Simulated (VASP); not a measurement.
A run of VASP 6.6.1:

File INCAR:

```
SYSTEM = BN
PREC = Accurate ; ENCUT = 600
EDIFF = 1E-6 ; ISMEAR = 0
SIGMA = 0.02 ; LREAL = .FALSE.
LASPH = .TRUE. ; NELM = 120
ALGO = Normal ; ISIF = 2
LWAVE = .FALSE. ; LCHARG = .FALSE.
NBANDS = 11 ; GGA_COMPAT = .FALSE.
```

KPOINTS

```
regular mesh
0
G
  12 12 12
  0 0 0
```

File POSCAR:

```
BN
1.0
    0.0000000000      1.6737000000      1.6737000000
    1.6737000000      0.0000000000      1.6737000000
    1.6737000000      1.6737000000      0.0000000000
B N
1 1
Direct
    0.0000000000      0.0000000000      0.0000000000
    0.2500000000      0.2500000000      0.2500000000
```

Potentials or basis: VASP PAW LDA potentials, release 64 (B, N).

The run is started by

```sh
$ cat potpaw_LDA.64/B/POTCAR potpaw_LDA.64/N/POTCAR > POTCAR
$ mpirun -np 1 vasp_std > vasp.out
```

Hardware: 1 thread of AMD EPYC 7R13 (shared host).

**Question.** Estimate the wall time of this run.

**Answer.** It took 13 s on 1 thread of AMD EPYC 7R13, on a shared host, peak memory 0.09 GiB. Counts: scf iterations 11, k points 72.
